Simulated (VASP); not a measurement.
**YMn3: single point with PBE**

The system is YMn3.

```
CELL_PARAMETERS angstrom
4.10691 0.00000 0.00000
0.00000 4.10691 0.00000
0.00000 0.00000 4.10691
ATOMIC_POSITIONS crystal
Y 0.00000 0.00000 0.00000
Mn 0.00000 0.50000 0.50000
Mn 0.50000 0.50000 0.00000
Mn 0.50000 0.00000 0.50000
```

```json
{"Program": "VASP 6.6.1", "Task": "single point", "Functional": "PBE", "Potentials or basis": "VASP PAW PBE potentials, release 64 (Y_sv, Mn_pv)", "Cutoff": "520 eV", "k mesh": "8 × 8 × 8", "Occupations": "gaussian, width 0.05 eV", "Spin": "collinear spin, ferromagnetic start", "Starting moments": "[0.0, 0.5, 0.5, 0.5] μB"}
```

The pressure is -0.1 GPa and the net moment is 9.86 μB per cell. The site moments are Y -0.22; Mn +3.26 μB. The valence electrons inside the program's atomic spheres are Y 9.99; Mn 11.54.

Levels at points of the mesh, in eV from the Fermi level:
Spin up:
```
           k point  band 26  band 27  band 28  band 29  band 30  band 31  band 32  band 33  band 34  band 35
(0.00, 0.00, 0.00)    -0.78    -0.42    -0.42    -0.42     2.21     2.21     2.21     2.47     2.47     5.02
(0.50, 0.00, 0.00)    -1.50    -1.50    -1.50    -1.07    -0.42     1.54     1.54     2.01     4.26     4.83
(0.50, 0.50, 0.00)    -1.66    -1.66    -1.57    -1.30    -1.16     0.81     0.81     2.42     2.42     4.48
(0.50, 0.50, 0.50)    -0.64    -0.64    -0.64    -0.58     0.78     0.78     0.78     1.50     1.50     1.50
```
Spin down:
| k point | band 18 | band 19 | band 20 | band 21 | band 22 | band 23 |
| --- | --- | --- | --- | --- | --- | --- |
| (0.00, 0.00, 0.00) | -1.24 | -1.24 | -1.24 | 0.95 | 0.95 | 0.95 |
| (0.50, 0.00, 0.00) | -0.41 | -0.41 | -0.29 | -0.16 | 0.09 | 0.09 |
| (0.50, 0.50, 0.00) | -0.29 | -0.26 | -0.26 | 0.09 | 0.09 | 0.36 |
| (0.50, 0.50, 0.50) | -0.14 | 0.59 | 0.59 | 0.59 | 1.08 | 1.08 |

Run time: 4 min on 1 thread of Intel(R) Xeon(R) Platinum 8488C (Sapphire Rapids), with other jobs on the host, peak memory 0.3 GiB.
